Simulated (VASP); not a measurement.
Set up this calculation in VASP 6.6.1, as the native input.

- Task: single point
- Functional: LDA
- Potentials or basis: VASP PAW LDA potentials, release 64 (La, Tl_d)
- Cutoff: 520 eV
- k mesh: 8 × 8 × 8
- Occupations: fermi-dirac, width 0.08 eV
- Spin: no spin polarisation
- Dipole correction: no
- Further INCAR settings: ALGO = Normal; EDIFF = 1e-07; NBANDS = 31

The structure of La3Tl lies in POSCAR:

```
La3Tl
1.0
    5.1265865833      0.0000000000      0.0000000000
    0.0000000000      5.1265865833      0.0000000000
    0.0000000000      0.0000000000      5.1265865833
La Tl
3 1
Direct
    0.0000000000      0.5000000000      0.5000000000
    0.5000000000      0.0000000000      0.5000000000
    0.5000000000      0.5000000000      0.0000000000
    0.0000000000      0.0000000000      0.0000000000
```

One way to write it, as run:

INCAR

```
PREC = Accurate
ENCUT = 520
EDIFF = 1E-7
ISMEAR = -1
SIGMA = 0.08
LREAL = False
LASPH = True
NELM = 60
ALGO = Normal
ISIF = 2
LWAVE = False
LCHARG = False
NBANDS = 31
```

KPOINTS

```
regular mesh
0
Gamma
  8 8 8
```

Potentials or basis: VASP PAW LDA potentials, release 64 (La, Tl_d).

Command:

```sh
$ cat potpaw_LDA.64/La/POTCAR potpaw_LDA.64/Tl_d/POTCAR > POTCAR
$ mpirun -np 1 vasp_std > vasp.out
```

Results of the run:

```
Pressure               : -4.8 GPa
Band gap on the k mesh : zero (bands 23 and 24 overlap by 0.98 eV)
```

Caveat: the cell stands under tension; spin-orbit coupling is left out, which moves the levels of the heavy elements.

It took 86 s on 1 thread of Intel(R) Xeon(R) 6975P-C (Granite Rapids) (shared host), peak memory 0.29 GiB.
